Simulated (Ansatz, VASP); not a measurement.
**BaTiO3 in VASP and in Ansatz**

```
Ba Ti O
1.0
     0.00000   -4.01923    0.00000
     0.00000    0.00000   -4.01928
    12.05770    0.00000   -0.80386
Ba Ti O
3 3 9
Direct
  0.00000 0.81667 0.91665
  0.00000 0.95000 0.24998
  0.00000 0.88334 0.58332
  0.50000 0.48334 0.08332
  0.50000 0.41667 0.41665
  0.50000 0.35000 0.74998
  0.50000 0.98334 0.08332
  0.50000 0.91667 0.41665
  0.50000 0.85000 0.74998
  0.00000 0.48334 0.08332
  0.00000 0.41667 0.41665
  0.00000 0.35000 0.74998
  0.50000 0.45000 0.24998
  0.50000 0.38334 0.58332
  0.50000 0.31667 0.91665
```

Alike in both runs: task single point; functional PBE; k mesh 7 × 7 × 3; occupations gaussian, width 0.05 eV; no spin polarisation.

```csv
,VASP,Ansatz
version,VASP 6.6.1,Ansatz 0.2.0
potentials or method,"VASP PAW PBE potentials, release 64 (Ba_sv, Ti_sv, O), cutoff 520 eV","scalar-relativistic, plane waves, PAW"
valence electrons in the cell,120,120
```

```csv
,VASP,Ansatz,Ansatz less VASP
gap on the k mesh at the Fermi level (eV),1.19,1.20,+0.012
least direct gap on the mesh (eV),1.19,1.20,+0.012
pressure (GPa),3.3,1.5,-1.87
"traceless stress, the component that is largest in VASP (GPa)",8.10,7.72,-0.381
rms of the force components (eV/Å),0.820,0.774,-0.0461
```

Atom by atom the forces differ by 0.069 eV/Å (rms over components).

Neither program's run includes spin-orbit coupling.
